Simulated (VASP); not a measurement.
A run of VASP 6.6.1 is set up as follows.

Contents of INCAR:

```
SYSTEM = BAs
  PREC = Accurate
  ENCUT = 500
  EDIFF = 1E-6
  ISMEAR = 0
  SIGMA = 0.2
  LREAL = .False.
  LASPH = .True.
  NELM = 120
  ALGO = Normal
  ISIF = 2
  LWAVE = .False.
  LCHARG = .False.
  GGA = PE
  NBANDS = 11
  GGA_COMPAT = .False.
```

File KPOINTS:

```
Automatic mesh
0
Gamma
  8 8 8
  0 0 0
```

POSCAR

```
BAs
1.0
    1.6246078747      0.9379677927      2.7010887632
   -1.6246078747      0.9379677927      2.7010887632
    0.0000000000     -1.8759355886      2.7010887621
B As
1 1
Direct
    0.5000000000      0.5000000000      0.5000000000
    0.0000000000      0.0000000000      0.0000000000
```

Potentials or basis: VASP PAW PBE potentials, release 64 (B, As).

Launch:

```console
$ cat potpaw_PBE.64/B/POTCAR potpaw_PBE.64/As/POTCAR > POTCAR
$ mpirun -np 1 vasp_std > vasp.out
```

(1) Predict the pressure.

(2) What does it give for the band gap on the k mesh?

Results:

(1) 0.4 GPa.

(2) zero (bands 4 and 5 overlap by 5.04 eV).
